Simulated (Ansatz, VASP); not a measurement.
Given: the input of a run of Ansatz 0.2.0 on MgO.

The input input.yaml:

```yaml
crystal:
  lattice:
    - [2.8983130506, 0.0, 0.0]
    - [-1.4491565253, 2.51001273, 0.0]
    - [0.0, 0.0, 2.6434636685]
  atoms:
    - { symbol: Mg, position: [0.0, 0.0, 0.0] }
    - { symbol: O, position: [0.3333333333, 0.6666666667, 0.5] }
kpoints:
  mp_grid: { grid: [10, 10, 10] }
scf:
  occupations: { method: fermi_dirac, width: 0.05 }
hamiltonian:
  xc: pbe
  pseudopotentials: { kind: all_electron, lapw: { basis_error: 0.0005 } }
output:
  forces: true
  stress: true
  eigenvalues: true
```

Potentials or basis: all-electron LAPW, scalar-relativistic.

Command:

```sh
$ ansatz run input.yaml --threads 1 --pin off --max-ram 3072MiB --backend cpu --events-out ev --progress --plain --runs-dir out
```

Q: Set up the same calculation for VASP 6.6.1. Potentials there: VASP PAW PBE potentials, release 64 (Mg, O).

A: As run (the cutoff follows the program's own potentials):

File INCAR:

```
SYSTEM = MgO
PREC = Accurate
ENCUT = 520
EDIFF = 1E-6
ISMEAR = -1
SIGMA = 0.05
LREAL = .FALSE.
LASPH = .TRUE.
NELM = 60
ALGO = Normal
ISIF = 2
LWAVE = .FALSE.
LCHARG = .FALSE.
GGA = PE
NBANDS = 11
```

File KPOINTS:

```
regular mesh
0
G
  10 10 10
  0 0 0
```

POSCAR

```
MgO
1.0
    2.8983130506      0.0000000000      0.0000000000
   -1.4491565253      2.5100127300      0.0000000000
    0.0000000000      0.0000000000      2.6434636685
Mg O
1 1
Direct
    0.0000000000      0.0000000000      0.0000000000
    0.3333333333      0.6666666667      0.5000000000
```

Potentials or basis: VASP PAW PBE potentials, release 64 (Mg, O).

The run is started by

```console
$ cat potpaw_PBE.64/Mg/POTCAR potpaw_PBE.64/O/POTCAR > POTCAR
$ mpirun -np 1 vasp_std > vasp.out
```

Both were run:

|  | VASP | Ansatz | Ansatz less VASP |
| --- | --- | --- | --- |
| gap on the k mesh at the Fermi level (eV) | 3.32 | 3.33 | +0.012 |
| least direct gap on the mesh (eV) | 3.72 | 3.73 | +0.009 |
| pressure (GPa) | 5.5 | 6.2 | +0.70 |
| traceless stress, the component that is largest in VASP (GPa) | 0.96 | 1.06 | +0.100 |

Ansatz ran all-electron here, and VASP with PAW potentials.
